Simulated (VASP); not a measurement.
**Ca2Si: single point with LDA**

The system is Ca2Si.

```xyz
3
Lattice="0.0000 3.3792 3.7468 3.3792 0.0000 3.7468 3.3792 3.3792 0.0000" Properties=species:S:1:pos:R:3 pbc="T T T"
Ca    5.0687    5.0687    5.4459
Ca    1.6896    1.6896    2.0478
Si    0.0000    0.0000    0.0000
```

This cell differs from its parent crystal: atoms displaced along a vibrational mode, the cell strained.

| Item | Value |
| --- | --- |
| Program | VASP 6.6.1 |
| Task | single point |
| Functional | LDA |
| Potentials or basis | VASP PAW LDA potentials, release 64 (Ca_sv, Si) |
| Cutoff | 520 eV |
| k mesh | 8 × 8 × 8 |
| Occupations | gaussian, width 0.05 eV |
| Spin | no spin polarisation |
| Dipole correction | no |
| Further INCAR settings | ALGO = Normal; EDIFF = 1e-06; NBANDS = 19 |

The pressure is 0.6 GPa. The largest force is 0.664 eV/Å and the band gap on the k mesh is 0.04 eV (least direct gap 0.12 eV).

Forces in eV/Å, atoms in the order of the input:
```
Ca   0.000  0.000  0.664
Ca   0.000  0.000 -0.664
Si   0.000  0.000  0.000
```

Stress tensor (GPa, compression positive):
```
 2.67 -1.59  0.00
-1.59  2.67  0.00
 0.00  0.00 -3.57
```

Levels at points of the mesh, in eV from the valence-band top:
```tsv
k point	band 8	band 9	band 10	band 11	band 12	band 13	band 14	band 15	band 16	band 17
(0.00, 0.00, 0.00)	-21.60	-7.09	-1.12	-0.92	-0.63	1.01	1.38	1.68	4.08	4.16
(0.50, 0.00, 0.00)	-21.60	-6.29	-2.41	-0.55	-0.25	1.34	2.35	2.39	2.59	2.67
(0.00, 0.00, 0.50)	-21.60	-6.34	-2.34	-0.90	-0.37	1.85	1.93	2.44	2.77	2.92
(0.50, 0.50, 0.00)	-21.55	-6.15	-2.72	-0.23	-0.12	0.04	1.57	1.95	3.32	3.36
(0.50, 0.00, 0.50)	-21.56	-6.05	-2.29	-0.57	-0.43	0.11	1.07	2.22	3.14	3.73
```

Run time: 92 s on 1 thread of Intel(R) Xeon(R) 6975P-C (Granite Rapids), with other jobs on the host, peak memory 0.28 GiB.

Caveat: the cell differs from its parent crystal (atoms displaced along a vibrational mode, the cell strained); the stress differs along the axes, from -4 to 3 GPa; semilocal functionals underestimate gaps, and a narrow one can read as zero. A k mesh can miss the band edges.
